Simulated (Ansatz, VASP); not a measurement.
# Zn: VASP beside Ansatz

File POSCAR:

```
Zn
1.0
    2.6187264646      0.0000000000      0.0000000000
   -1.3093632323      2.2678836439      0.0000000000
    0.0000000000      0.0000000000      4.8388970683
Zn
2
Direct
    0.3333333333      0.6666666667      0.2500000000
    0.6666666667      0.3333333333      0.7500000000
```

The input INCAR.step1:

```
PREC = Accurate ; ENCUT = 520
ISMEAR = 1 ; SIGMA = 0.1
LREAL = False ; LASPH = True
NELM = 100 ; NBANDS = 19
GGA = PE ; ALGO = Normal
EDIFF = 1E-4 ; LWAVE = True
LCHARG = False
```

File INCAR.step2:

```
PREC = Accurate ; ENCUT = 520
EDIFF = 1E-7 ; ISMEAR = 1
SIGMA = 0.1 ; LREAL = False
LASPH = True ; NELM = 100
ALGO = Normal ; ISIF = 2
LWAVE = False ; LCHARG = False
METAGGA = R2SCAN ; LMIXTAU = True
NBANDS = 19 ; ISTART = 1
```

Contents of KPOINTS:

```
regular mesh
0
Gamma
  14 14 7
```

Input for Ansatz:

```yaml
crystal:
  lattice:
    - [2.6187264646, 0.0, 0.0]
    - [-1.3093632323, 2.2678836439, 0.0]
    - [0.0, 0.0, 4.8388970683]
  atoms:
    - { symbol: Zn, position: [0.3333333333, 0.6666666667, 0.25] }
    - { symbol: Zn, position: [0.6666666667, 0.3333333333, 0.75] }
hamiltonian:
  xc: r2scan
  pseudopotentials:
    kind: paw
    azcp:
      Zn: "pseudopotentials/Zn.paw.azcp"
basis:
  ecutwfc: 500
  fft_grid_basis: typed
kpoints:
  mp_grid: { grid: [14, 14, 7], shift: [0, 0, 0] }
magnetization:
  spin_polarized: false
scf:
  occupations: { method: methfessel_paxton, width: 0.1 }
  lower_state_search: "off"
output:
  stress: true
  write_density: true
  write_potential: true
  elf: true
  volumetric_format: npy
```

Alike in both runs: task single point; functional r2SCAN; k mesh 14 × 14 × 7; occupations methfessel-paxton of order 1, width 0.1 eV; no spin polarisation.

|  | VASP | Ansatz |
| --- | --- | --- |
| version | VASP 6.6.1 | Ansatz 0.2.0 |
| potentials or method | VASP PAW PBE potentials, release 64 (Zn), cutoff 520 eV | plane waves (500 eV) with PAW, scalar-relativistic |
| valence electrons in the cell | 24 | 24 |

VASP gave:

```
pressure (GPa)                                                : 0.5
traceless stress, the component that is largest in VASP (GPa) : -1.79
```

Problem. What did Ansatz give for the same quantities?

Solution. Pressure (GPa): 0.0; traceless stress, the component that is largest in VASP (GPa): -1.68.

VASP's potentials were made for PBE, not for r2SCAN.
